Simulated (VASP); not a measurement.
# TaN (NiAs type) (P6_3/mmc) in VASP: single point with PBE

Aim: the single point of TaN (NiAs type) with PBE.

Program: VASP 6.6.1. These are calculated values, not measurements. Logs are shortened: lines on timing, memory, paths and dates and some standing lists are left out, and cuts for length are marked.

## Step 1: The cell of the first run

Symmetry: P6_3/mmc, No. 194, hexagonal system. The conventional cell has a = 2.549 Å, b = 2.549 Å, c = 5.365 Å, α = 90.00°, β = 90.00°, γ = 120.00°. Within 2.7 Å of Ta (site symmetry -3m) lie 6 N at 1.99 Å and 8 Ta at 2.55 to 2.68 Å. N (site symmetry -6m2) has 6 Ta at 1.99 Å and 6 N at 2.55 Å within 2.6 Å.

## Step 2: Single point, PBE

Input file INCAR:

```
PREC = Accurate ; ENCUT = 700
EDIFF = 1E-6 ; ISMEAR = -1
SIGMA = 0.1 ; LREAL = False
LASPH = True ; NELM = 120
ALGO = Normal ; ISIF = 2
LWAVE = False ; LCHARG = False
GGA = PE ; NBANDS = 26
GGA_COMPAT = False
```

Input file KPOINTS:

```
Automatic mesh
0
Gamma
  12 12 7
```

Input file POSCAR:

```
TaN
1.0
    2.5492351773      0.0000000000      0.0000000000
   -1.2746175886      2.2077024238      0.0000000000
    0.0000000000      0.0000000000      5.3652273425
Ta N
2 2
Direct
    0.0000000000      0.0000000000      0.0000000000
    0.0000000000      0.0000000000      0.5000000000
    0.3333333333      0.6666666667      0.2500000000
    0.6666666667      0.3333333333      0.7500000000
```

Potentials or basis: VASP PAW PBE potentials, release 64 (Ta_sv_GW, N).

Launch:

```console
> cat potpaw_PBE.64/Ta_sv_GW/POTCAR potpaw_PBE.64/N/POTCAR > POTCAR
> mpirun -np 1 vasp_std > vasp.out
```

OUTCAR:

```text
PREC = Accurate
   ENCUT = 700
   EDIFF = 1E-6
   ISMEAR = -1
   LREAL = False
   LASPH = True
   NELM = 120
   ISIF = 2
   GGA = PE

 ion  position               nearest neighbor table
   1  0.000  0.000  0.000-   3 1.99   4 1.99   4 1.99   3 1.99   4 1.99   3 1.99   2 2.68   2 2.68

   2  0.000  0.000  0.500-   3 1.99   4 1.99   4 1.99   3 1.99   4 1.99   3 1.99   1 2.68   1 2.68

   3  0.333  0.667  0.250-   1 1.99   2 1.99   1 1.99   2 1.99   1 1.99   2 1.99
   4  0.667  0.333  0.750-   1 1.99   2 1.99   1 1.99   2 1.99   1 1.99   2 1.99

  LATTYP: Found a hexagonal cell.
 ALAT       =     2.5492351773
 C/A-ratio  =     2.1046419688

  Lattice vectors:

 A1 = (   2.5492351773,   0.0000000000,   0.0000000000)
 A2 = (  -1.2746175886,   2.2077024238,   0.0000000000)
 A3 = (   0.0000000000,   0.0000000000,   5.3652273425)

Analysis of symmetry for initial positions (statically):
=====================================================================
 Subroutine PRICEL returns:
 Original cell was already a primitive cell.

 Routine SETGRP: Setting up the symmetry group for a
 hexagonal supercell.

 Subroutine GETGRP returns: Found 24 space group operations
 (whereof 12 operations were pure point group operations)
 out of a pool of 24 trial point group operations.

The static configuration has the point symmetry D_3d.
 The point group associated with its full space group is D_6h.

Analysis of symmetry for dynamics (positions and initial velocities):
=====================================================================
 Subroutine PRICEL returns:
 Original cell was already a primitive cell.

 Routine SETGRP: Setting up the symmetry group for a
 hexagonal supercell.

 Subroutine GETGRP returns: Found 24 space group operations
 (whereof 12 operations were pure point group operations)
 out of a pool of 24 trial point group operations.

The dynamic configuration has the point symmetry D_3d.
 The point group associated with its full space group is D_6h.

 Subroutine INISYM returns: Found 24 space group operations
 (whereof 12 operations are pure point group operations),
 and found     1 'primitive' translations

----------------------------------------------------------------------------------------

                                     Primitive cell

  volume of cell :      30.1952

  direct lattice vectors                    reciprocal lattice vectors
     2.549235177  0.000000000  0.000000000     0.392274518  0.226479798  0.000000000
    -1.274617589  2.207702424  0.000000000     0.000000000  0.452959597  0.000000000
     0.000000000  0.000000000  5.365227342     0.000000000  0.000000000  0.186385392

  length of vectors
     2.549235177  2.549235177  5.365227342     0.452959597  0.452959597  0.186385392

  position of ions in fractional coordinates (direct lattice)
     0.000000000  0.000000000  0.000000000
     0.000000000  0.000000000  0.500000000
     0.333333333  0.666666667  0.250000000
     0.666666667  0.333333333  0.750000000

  ion indices of the primitive-cell ions
   primitive index   ion index
                 1           1
                 2           2
                 3           3
                 4           4

----------------------------------------------------------------------------------------

 KPOINTS: Automatic mesh

Automatic generation of k-mesh.
 Grid dimensions read from file:
 generate k-points for:   12   12    7

 Generating k-lattice:

  Cartesian coordinates                     Fractional coordinates (reciprocal lattice)
     0.032689543  0.018873317  0.000000000     0.083333333  0.000000000  0.000000000
     0.000000000  0.037746633  0.000000000     0.000000000  0.083333333  0.000000000
     0.000000000  0.000000000  0.026626485     0.000000000  0.000000000  0.142857143

  Length of vectors
     0.037746633  0.037746633  0.026626485

  Shift w.r.t. Gamma in fractional coordinates (k-lattice)
     0.000000000  0.000000000  0.000000000

 Subroutine IBZKPT returns following result:
 ===========================================

 Found     76 irreducible k-points:

 Following reciprocal coordinates:
            Coordinates               Weight
  0.000000  0.000000  0.000000      1.000000
  0.083333  0.000000  0.000000      6.000000
  0.166667  0.000000  0.000000      6.000000
  0.250000  0.000000  0.000000      6.000000
  0.333333  0.000000  0.000000      6.000000
  0.416667  0.000000  0.000000      6.000000
[... 16 lines left out ...]
  0.250000  0.000000  0.142857     12.000000
  0.333333  0.000000  0.142857     12.000000
 [... further k-points ...]
   k-points           NKPTS =     76   k-points in BZ     NKDIM =     76   number of bands    NBANDS=     26
   number of dos      NEDOS =    301   number of ions     NIONS =      4
   total plane-waves  NPLWV =  27648
   dimension x,y,z NGX =    24 NGY =   24 NGZ =   48
   dimension x,y,z NGXF=    48 NGYF=   48 NGZF=   96
   ions per type =               2   2
   NGX,Y,Z   is equivalent  to a cutoff of  15.65, 15.65, 14.87 a.u.
   NGXF,Y,Z  is equivalent  to a cutoff of  31.30, 31.30, 29.75 a.u.
 SYSTEM =  unknown system
   PREC   = accura    normal or accurate (medium, high low for compatibility)
   ISTART =      0    job   : 0-new  1-cont  2-samecut
   ICHARG =      2    charge: 1-file 2-atom 10-const
   ISPIN  =      1    spin polarized calculation?
   LNONCOLLINEAR =      F non collinear calculations
   LSORBIT =      F    spin-orbit coupling
   LASPH  =      T    aspherical Exc in radial PAW
   ENCUT  =  700.0 eV  51.45 Ry    7.17 a.u.   5.50  5.50 11.57*2*pi/ulx,y,z
   NELM   =    120;   NELMIN=  2; NELMDL= -5     # of ELM steps
   EDIFF  = 0.1E-05   stopping-criterion for ELM
   LREAL  =      F    real-space projection
   EDIFFG = 0.1E-04   stopping-criterion for IOM
   NSW    =      0    number of steps for IOM
   IBRION =     -1    ionic relax: 0-MD 1-quasi-New 2-CG
   NFREE  =      0    steps in history (QN), initial steepest desc. (CG)
   ISIF   =      2    stress and relaxation
   ISYM   =      2    0-nonsym 1-usesym 2-fastsym
   POTIM  = 0.5000    time-step for ionic-motion
   TEBEG  =    0.0;   TEEND  =   0.0 temperature during run
   PSTRESS=    0.0 pullay stress
   NELECT =      36.0000    total number of electrons
   NUPDOWN=      -1.0000    fix difference up-down
   EMIN   =  10.00;   EMAX   =-10.00  energy-range for DOS
   EFERMI =   0.00;   METHOD = LEGACY
   ISMEAR =    -1;   SIGMA  =   0.10  broadening in eV -4-tet -1-fermi 0-gaus
   EFERMI_NEDOS =   21; number of points for ismear=-14 and -15
   IALGO  =     38    algorithm
   IMIX   =      4    mixing-type and parameters
     AMIX     =   0.40;   BMIX     =  1.00
     AMIX_MAG =   1.60;   BMIX_MAG =  1.00
  volume/ion in A,a.u.               =       7.55        50.94
  Fermi-wavevector in a.u.,A,eV,Ry     =   1.735919  3.280411 41.000001  3.013415
  Thomas-Fermi vector in A             =   2.809433
   LORBIT       =      0    0 simple, 1 ext, 2 COOP (PROOUT), +10 PAW based schemes
   GGA     = PE    functional components
   LHFCALC =     F    Hartree Fock is set to
   AEXX    =    0.0000 exact exchange contribution
   IVDW    =     0    specifies the selected vdW correction
   LEPSILON=     F    determine dielectric tensor
   LRPA    =     F    only Hartree local field effects (RPA)
 non-spin polarized calculation
  energy-cutoff  :      700.00
  volume of cell :       30.20
 maximum number of plane-waves:      1302
 NGX is ok and might be reduce to    24
   NGX = 11   NGY = 11   NGZ = 23

 number of electron      35.9999998 magnetization

 Free energy of the ion-electron system (eV)
  ---------------------------------------------------
  ext. energy  EPLUGINS =         0.00000000
  ---------------------------------------------------
  free energy    TOTEN  =       -41.06428505 eV

  energy without entropy =      -41.04052650  energy(sigma->0) =      -41.05240578

 E-fermi :  18.1830     XC(G=0): -15.8995

 val. band max:       18.1546421982   @ k =   0.0833   0.0833   0.4286
 cond. band min:      18.1843046996   @ k =   0.0833   0.0000   0.0000
 fundamental gap:      0.0296625015
 Fermi energy:        18.1829743418

 k-point     1 :       0.0000    0.0000    0.0000
  band No.  band energies     occupation
      1     -49.6642      2.00000
      2     -49.5194      2.00000
      3     -18.2393      2.00000
      4     -15.9887      2.00000
      5     -14.8907      2.00000
      6     -14.8907      2.00000
[... 18 lines left out ...]
     25      26.2678      0.00000
     26      26.4348      0.00000

 k-point     2 :       0.0833    0.0000    0.0000
  band No.  band energies     occupation
      1     -49.6347      2.00000
      2     -49.4908      2.00000
      3     -18.1703      2.00000
      4     -15.9467      2.00000
      5     -15.2011      2.00000
      6     -14.9888      2.00000
[... 18 lines left out ...]
     25      26.7272      0.00000
     26      27.1707      0.00000

 k-point     3 :       0.1667    0.0000    0.0000
  band No.  band energies     occupation
      1     -49.5530      2.00000
      2     -49.4120      2.00000
      3     -17.9766      2.00000
      4     -15.9859      2.00000
      5     -15.8322      2.00000
      6     -15.6922      2.00000
[... 18 lines left out ...]
     25      26.2529      0.00000
     26      27.7592      0.00000

 k-point     4 :       0.2500    0.0000    0.0000
  band No.  band energies     occupation
      1     -49.4400      2.00000
      2     -49.3028      2.00000
      3     -17.7007      2.00000
      4     -16.9424      2.00000
      5     -16.5788      2.00000
      6     -15.6642      2.00000
[... 18 lines left out ...]
     25      26.6573      0.00000
     26      28.5627      0.00000
[... 496 lines left out ...]
      1     -49.5462      2.00000
      2     -49.4191      2.00000
      3     -17.8866      2.00000
      4     -16.0295      2.00000
      5     -15.8991      2.00000
      6     -15.7063      2.00000
[... 18 lines left out ...]
     25      26.5309      0.00000
     26      27.6277      0.00000

 k-point    23 :       0.2500    0.0000    0.1429
  band No.  band energies     occupation
      1     -49.4333      2.00000
      2     -49.3096      2.00000
      3     -17.6168      2.00000
      4     -16.9285      2.00000
      5     -16.5941      2.00000
      6     -15.7770      2.00000
[... 18 lines left out ...]
     25      26.9102      0.00000
     26      28.4448      0.00000

 k-point    24 :       0.3333    0.0000    0.1429
  band No.  band energies     occupation
      1     -49.3184      2.00000
      2     -49.1984      2.00000
      3     -17.8027      2.00000
      4     -17.4308      2.00000
      5     -17.2868      2.00000
      6     -15.6010      2.00000
[... 18 lines left out ...]
     25      27.5184      0.00000
     26      29.3287      0.00000

 [... further k-points ...]

------------------------ aborting loop because EDIFF is reached ----------------------------------------

  FORCE on cell =-STRESS in cart. coord.  units (eV):
  Direction    XX          YY          ZZ          XY          YZ          ZX
  --------------------------------------------------------------------------------------
  -------------------------------------------------------------------------------------
  Total       49.5096880     49.5096880     49.7247396      0.0000000      0.0000000      0.0000000
  in kB     2627.0129017   2627.0129018   2638.4236619      0.0000001      0.0000000      0.0000000
  external PRESSURE =    2630.8164885 kB  Pullay stress =       0.0000000 kB

 VOLUME and BASIS-vectors are now :
 -----------------------------------------------------------------------------
  energy-cutoff  :      700.00
  volume of cell :       30.20
      direct lattice vectors                 reciprocal lattice vectors
     2.549235177  0.000000000  0.000000000     0.392274518  0.226479798  0.000000000
    -1.274617589  2.207702424  0.000000000     0.000000000  0.452959597  0.000000000
     0.000000000  0.000000000  5.365227342     0.000000000  0.000000000  0.186385392

 POSITION                                       TOTAL-FORCE (eV/Angst)
 -----------------------------------------------------------------------------------
      0.00000      0.00000      0.00000         0.000000      0.000000     -0.000000
      0.00000      0.00000      2.68261         0.000000      0.000000     -0.000000
     -0.00000      1.47180      1.34131         0.000000     -0.000000      0.000000
      1.27462      0.73590      4.02392        -0.000000      0.000000     -0.000000
 -----------------------------------------------------------------------------------
    total drift:                               -0.000000      0.000000      0.000000

  FREE ENERGIE OF THE ION-ELECTRON SYSTEM (eV)
  ---------------------------------------------------
  free  energy   TOTEN  =       -41.0642850539 eV

  energy  without entropy=      -41.0405264988  energy(sigma->0) =      -41.05240578
```

Wall time 65 s (1 thread of AMD EPYC 9R45 (Zen 5), shared host); peak memory 0.21 GiB.

What came out:

| Quantity | Value |
| --- | --- |
| Free energy | -41.0643 eV |
| Pressure | 263.1 GPa |
| Band gap on the k mesh | zero (bands 18 and 19 overlap by 1.53 eV) |

Stress tensor (GPa, compression positive):
```
262.70   0.00   0.00
  0.00 262.70   0.00
  0.00   0.00 263.84
```

Caveat: the cell stands under pressure; spin-orbit coupling is left out, which moves the levels of the heavy elements.

The gap in the log of VASP goes by the Fermi energy; the results here count the filled bands.